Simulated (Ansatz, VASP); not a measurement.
Al: VASP beside Ansatz

```
Al
1.0
     0.00000    1.98350    2.02398
     2.02398    0.00000    2.02398
     2.02398    1.98350    0.00000
Al
1
Direct
  0.00000 0.00000 0.00000
```

Change from the starting cell: strain -0.0200 x Voigt [0, 1, 0, 0, 0, 0], atoms carried along.

Alike in both runs: task single point; functional LDA; k mesh 20 × 20 × 20; occupations gaussian, width 0.15 eV; no spin polarisation.

|  | VASP | Ansatz |
| --- | --- | --- |
| version | VASP 6.6.1 | Ansatz 0.2.0 |
| potentials or method | VASP PAW LDA potentials, release 64 (Al), cutoff 520 eV | scalar-relativistic, plane waves, PAW |
| valence electrons in the cell | 3 | 3 |

|  | VASP | Ansatz | Ansatz less VASP |
| --- | --- | --- | --- |
| gap on the k mesh at the Fermi level (eV) | none | none | - |
| pressure (GPa) | -2.1 | -2.2 | -0.05 |
| traceless stress, the component that is largest in VASP (GPa) | 0.19 | 0.18 | -0.003 |

LDA's correlation is that of Perdew and Zunger in VASP and of Perdew and Wang (1992) in Ansatz. A gap of «none» marks a metal or a gap that the smearing closes.
